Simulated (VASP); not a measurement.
The system is Co2Pd.

```xyz
3
Lattice="2.6379 0.0000 0.0000 -1.3190 2.2845 0.0000 0.0000 0.0000 6.3193" Properties=species:S:1:pos:R:3 pbc="T T T"
Pd    0.0000    0.0000    0.0000
Co    1.3190    0.7615    2.2104
Co    0.0000    1.5230    4.1090
```

Base run:

* Program: VASP 6.6.1
* Functional: PBEsol
* Potentials or basis: VASP PAW PBE potentials, release 64 (Pd, Co)
* Cutoff: 520 eV
* k mesh: 12 × 12 × 4
* Occupations: fermi-dirac, width 0.05 eV
* Spin: collinear spin, ferrimagnetic start
* Starting moments: [0.0, -0.79, 1.88] μB

Its results: pressure -13.3 GPa; net moment 0.95 μB per cell; site moments Pd +0.06; Co -0.78, +1.67 μB; largest force 0.157 eV/Å.

Task: After a change of settings the same cell gave: pressure -10.9 GPa; net moment 3.77 μB per cell; site moments Pd +0.21; Co +1.80 μB; largest force 0.060 eV/Å. Which change was it?
A. moments at the start from [0.0, -0.79, 1.88] to [0.0, 2.0, -1.0]
B. spin from collinear spin, ferrimagnetic start to collinear spin, antiferromagnetic start; moments at the start from [0.0, -0.79, 1.88] to [0.0, 2.0, -2.0]
C. spin from collinear spin, ferrimagnetic start to collinear spin, ferromagnetic start; moments at the start from [0.0, -0.79, 1.88] to [0.0, 3.5, 3.5]

Result: C.

Caveats: the cell stands under tension; the PAW data sets were made with another functional, which shifts forces and pressure a little.
